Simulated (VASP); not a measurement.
SiNi, 4 atoms in the cell. Symmetry: Pmma, No. 51, orthorhombic system. The conventional cell has a = 4.399 Å, b = 2.584 Å, c = 4.045 Å, α = 90.00°, β = 90.00°, γ = 90.00°. Si (site symmetry mm2) has 8 Ni at 2.36 to 2.60 Å and 4 Si at 2.58 to 2.69 Å within 3.1 Å. Within 3.1 Å of Ni (site symmetry mm2) lie 8 Si at 2.36 to 2.60 Å and 4 Ni at 2.58 to 2.64 Å. 

- Program: VASP 6.6.1
- Task: single point
- Functional: PBE
- Potentials or basis: VASP PAW PBE potentials, release 64 (Si, Ni)
- Cutoff: 520 eV
- k mesh: 4 × 6 × 4
- Occupations: gaussian, width 0.1 eV
- Spin: no spin polarisation
- Dipole correction: no
- Further INCAR settings: ALGO = Normal; EDIFF = 1e-07; NBANDS = 22

Potentials or basis: VASP PAW PBE potentials, release 64 (Si, Ni).

The run is started by

```bash
$ cat potpaw_PBE.64/Si/POTCAR potpaw_PBE.64/Ni/POTCAR > POTCAR
$ mpirun -np 1 vasp_std > vasp.out
```

Hardware: 1 thread of Intel(R) Xeon(R) Platinum 8488C (Sapphire Rapids) (shared host).

Problem. Estimate the wall time of this run.

Solution. Run time: 36 s on 1 thread of Intel(R) Xeon(R) Platinum 8488C (Sapphire Rapids), on a shared host, peak memory 0.17 GiB. Counts: scf iterations 15, k points 36.
